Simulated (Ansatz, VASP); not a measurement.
## BN in VASP and in Ansatz

POSCAR

```
BN
1.0
    1.2342128731      0.7125725195      3.3273482227
   -1.2342128731      0.7125725195      3.3273482227
    0.0000000000     -1.4251460255      3.3273482227
B N
1 1
Direct
    0.9996710000      0.9996710000      0.9996710000
    0.3327620000      0.3327620000      0.3327620000
```

The input INCAR.step1:

```
SYSTEM = BN
  ALGO = Normal
  EDIFF = 1E-4
  ENCUT = 520
  GGA = PE
  ISMEAR = 0
  LASPH = .True.
  LCHARG = .False.
  LREAL = .False.
  LWAVE = .True.
  NBANDS = 11
  NELM = 100
  PREC = Accurate
  SIGMA = 0.01
```

Contents of INCAR.step2:

```
SYSTEM = BN
  ALGO = Normal
  EDIFF = 1E-7
  ENCUT = 520
  ISIF = 2
  ISMEAR = 0
  ISTART = 1
  IVDW = 13
  LASPH = .True.
  LCHARG = .False.
  LMIXTAU = .True.
  LREAL = .False.
  LWAVE = .False.
  METAGGA = R2SCAN
  NBANDS = 11
  NELM = 100
  PREC = Accurate
  SIGMA = 0.01
  VDW_A1 = 0.51559235
  VDW_A2 = 5.77342911
  VDW_S6 = 1.0
  VDW_S8 = 0.6018749
```

The input KPOINTS:

```
k-points
0
Gamma
  10 10 10
  0 0 0
```

Input for Ansatz:

```yaml
crystal:
  lattice:
    - [1.2342128731441946, 0.7125725194846, 3.3273482226879074]
    - [-1.2342128731441946, 0.7125725194846, 3.3273482226879074]
    - [0.0, -1.4251460254540298, 3.3273482226879074]
  atoms:
    - { symbol: B, position: [0.999671, 0.999671, 0.999671] }
    - { symbol: "N", position: [0.332762, 0.332762, 0.332762] }
basis:
  ecutwfc: 600.0
kpoints:
  mp_grid:
    grid: [10, 10, 10]
hamiltonian:
  xc: r2scan
  dispersion: d4
  pseudopotentials:
    kind: paw
scf:
  occupations:
    method: fixed
output:
  stress: true
```

Alike in both runs: task single point; functional r2SCAN; dispersion D4; k mesh 10 × 10 × 10; no spin polarisation.

```csv
,VASP,Ansatz
version,VASP 6.6.1,Ansatz 0.2.0
potentials or method,"VASP PAW PBE potentials, release 64 (B, N), cutoff 520 eV","plane waves, PAW"
occupations,"gaussian, width 0.01 eV",fixed
valence electrons in the cell,8,8
```

```csv
,VASP,Ansatz,Ansatz less VASP
pressure (GPa),9.8,9.3,-0.44
"traceless stress, the component that is largest in VASP (GPa)",-10.46,-9.73,+0.734
```

VASP's potentials were made for PBE, not for r2SCAN.
